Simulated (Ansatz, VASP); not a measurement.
Cl: VASP beside Ansatz

```
Cl
1.0
     3.46614   -1.94484    0.00000
     3.46614    1.94484    0.00000
     0.00000    0.00000    8.00559
Cl
4
Direct
  0.87360 0.12640 0.11111
  0.62640 0.37360 0.61111
  0.12640 0.87360 0.88889
  0.37360 0.62640 0.38889
```

Alike in both runs: functional PBEsol; k mesh 5 × 5 × 2; occupations fermi-dirac, width 0.05 eV; no spin polarisation.

Ansatz relaxed the structure, and its values are those at the end. VASP's run is a single point on that final structure, the one shown.

|  | VASP | Ansatz |
| --- | --- | --- |
| version | VASP 6.6.1 | Ansatz 0.2.0 |
| potentials or method | VASP PAW PBE potentials, release 64 (Cl), cutoff 520 eV | plane waves (420 eV) with PAW, scalar-relativistic |
| valence electrons in the cell | 28 | 28 |

Ansatz gave:

| Quantity | Value |
| --- | --- |
| gap on the k mesh at the Fermi level (eV) | 2.03 |
| pressure (GPa) | 0.0 |
| rms of the force components (eV/Å) | 0.000 |

Q: What did VASP give for the same quantities?

A: gap on the k mesh at the Fermi level (eV): 2.08; pressure (GPa): -0.3; rms of the force components (eV/Å): 0.084.

VASP's potentials were made for PBE, not for PBEsol, and Ansatz warns of the same on its side.
